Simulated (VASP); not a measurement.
A run of VASP 6.6.1 is set up as follows.

Contents of POSCAR:

```
Cu
1.0
   -1.4427933200      1.4427933200      1.3072773775
    1.4427933200     -1.4427933200      1.3072773775
    1.4427933200      1.4427933200     -1.3072773775
Cu
1
Direct
    0.0000000000      0.0000000000      0.0000000000
```

The input INCAR.step1:

```
SYSTEM = Cu
PREC = Accurate
ENCUT = 520
ISMEAR = 0
SIGMA = 0.15
LREAL = .False.
LASPH = .True.
NELM = 100
NBANDS = 12
GGA = PE
ALGO = Normal
EDIFF = 1E-4
LWAVE = .True.
LCHARG = .False.
```

The input INCAR.step2:

```
SYSTEM = Cu
PREC = Accurate
ENCUT = 520
EDIFF = 1E-7
ISMEAR = 0
SIGMA = 0.15
LREAL = .False.
LASPH = .True.
NELM = 100
ALGO = Normal
ISIF = 2
LWAVE = .False.
LCHARG = .False.
METAGGA = R2SCAN
LMIXTAU = .True.
NBANDS = 12
ISTART = 1
```

File KPOINTS:

```
regular mesh
0
Gamma
  24 24 24
  0 0 0
```

Potentials or basis: VASP PAW PBE potentials, release 64 (Cu).

Launch:

```console
$ cat potpaw_PBE.64/Cu/POTCAR > POTCAR
$ cp INCAR.step1 INCAR
$ mpirun -np 1 vasp_std > vasp.out
$ cp INCAR.step2 INCAR
$ mpirun -np 1 vasp_std > vasp.out
```

Q: Estimate the pressure.

A: 10.8 GPa.

Q: What does it give for the band gap on the k mesh?

A: Zero (an odd number of electrons rules out a gap without spin polarisation).

Stress tensor (GPa, compression positive):
```
10.20  0.00  0.00
 0.00 10.20  0.00
 0.00  0.00 12.04
```

Caveat: the cell differs from its parent crystal (strain +0.000 along x and y, -0.050 along z); the cell stands under pressure; the PAW data sets were made with another functional, which shifts forces and pressure a little.
